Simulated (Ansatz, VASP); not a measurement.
One calculation of ZrB, two programs

```
Zr B
1.0
     0.00000    2.37060    2.37060
     2.37060    0.00000    2.37060
     2.37060    2.37060    0.00000
Zr B
1 1
Direct
  0.00000 0.00000 0.00000
  0.50000 0.50000 0.50000
```

Alike in both runs: task single point; functional HSE06; k mesh 6 × 6 × 6; occupations fermi-dirac, width 0.05 eV; no spin polarisation.

|  | VASP | Ansatz |
| --- | --- | --- |
| version | VASP 6.6.1 | Ansatz 0.2.0 |
| potentials or method | VASP PAW PBE potentials, release 64 (Zr_sv, B) | Ansatz PAW |
| plane-wave cutoff (eV) | 520 | 420 |
| valence electrons in the cell | 15 | 15 |

Ansatz gave:

- gap on the k mesh at the Fermi level (eV): none
- pressure (GPa): 18.7

Task: What did VASP give for the same quantities?

Result: gap on the k mesh at the Fermi level (eV): none; pressure (GPa): 18.8.

A gap of «none» marks a metal or a gap that the smearing closes. With one functional, cell and mesh, what is left measures potentials, basis and numerics.

The k mesh is coarse, so the values compare programs but aren't converged.
